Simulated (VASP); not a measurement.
A run of VASP 6.6.1 is set up as follows.

INCAR

```
SYSTEM = Ca
ALGO = Fast
EDIFF = 1E-6
ENCUT = 520
GGA = PE
ISIF = 2
ISMEAR = 0
LASPH = .True.
LCHARG = .False.
LREAL = .False.
LWAVE = .False.
NBANDS = 11
NELM = 80
PREC = Accurate
SIGMA = 0.15
```

KPOINTS

```
k-points
0
Gamma
  14 14 14
  0 0 0
```

Contents of POSCAR:

```
Ca
1.0
    0.0000000000      2.8361130000      2.7522870000
    2.8361130000      0.0000000000      2.7522870000
    2.8361130000      2.8361130000      0.0000000000
Ca
1
Direct
    0.0000000000      0.0000000000      0.0000000000
```

Potentials or basis: VASP PAW PBE potentials, release 64 (Ca_sv).

Command:

```console
$ cat potpaw_PBE.64/Ca_sv/POTCAR > POTCAR
$ mpirun -np 1 vasp_std > vasp.out
```

(1) Estimate the band gap on the k mesh.

(2) Predict the pressure.

Answers

(1) zero (band 5 reaches 1.96 eV, above the bottom of band 6 at 1.58 eV).

(2) -0.8 GPa.

Caveat: the cell differs from its parent crystal (strain +0.015 along x and y, -0.015 along z).
